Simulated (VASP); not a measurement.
Set up this calculation in VASP 6.6.1, as the native input.

| Quantity | Value |
| --- | --- |
| Task | single point |
| Functional | revPBE |
| Potentials or basis | VASP PAW PBE potentials, release 64 (I, K_sv) |
| Cutoff | 520 eV |
| k mesh | 7 × 7 × 7 |
| Occupations | fermi-dirac, width 0.05 eV |
| Spin | no spin polarisation |
| Dipole correction | no |
| Further INCAR settings | ALGO = Normal; EDIFF = 1e-07; NBANDS = 15 |

The structure of KI lies in POSCAR:

```
KI
1.0
    0.0000000000      3.6932360301      3.6932360301
    3.6932360301      0.0000000000      3.6932360301
    3.6932360301      3.6932360301      0.0000000000
I K
1 1
Direct
    0.5000000000      0.5000000000      0.5000000000
    0.0000000000      0.0000000000      0.0000000000
```

These files were run (other wordings do the same):

INCAR

```
PREC = Accurate ; ENCUT = 520
EDIFF = 1E-7 ; ISMEAR = -1
SIGMA = 0.05 ; LREAL = F
LASPH = T ; NELM = 100
ALGO = Normal ; ISIF = 2
LWAVE = F ; LCHARG = F
GGA = RE ; NBANDS = 15
```

KPOINTS

```
Automatic mesh
0
Gamma
  7 7 7
```

Potentials or basis: VASP PAW PBE potentials, release 64 (I, K_sv).

The run is started by

```console
$ cat potpaw_PBE.64/I/POTCAR potpaw_PBE.64/K_sv/POTCAR > POTCAR
$ mpirun -np 1 vasp_std > vasp.out
```

Results of the run:

```yaml
Pressure: 0.0 GPa
Band_gap_on_the_k_mesh: 3.95 eV
```

Caveat: the PAW data sets were made with another functional, which shifts forces and pressure a little; spin-orbit coupling is left out, which moves the levels of the heavy elements; an odd mesh through Γ misses points on the zone boundary, where band edges can lie.

Run time: 31 s on 1 thread of Intel(R) Xeon(R) Platinum 8559C (Emerald Rapids), on a shared host, peak memory 0.25 GiB.
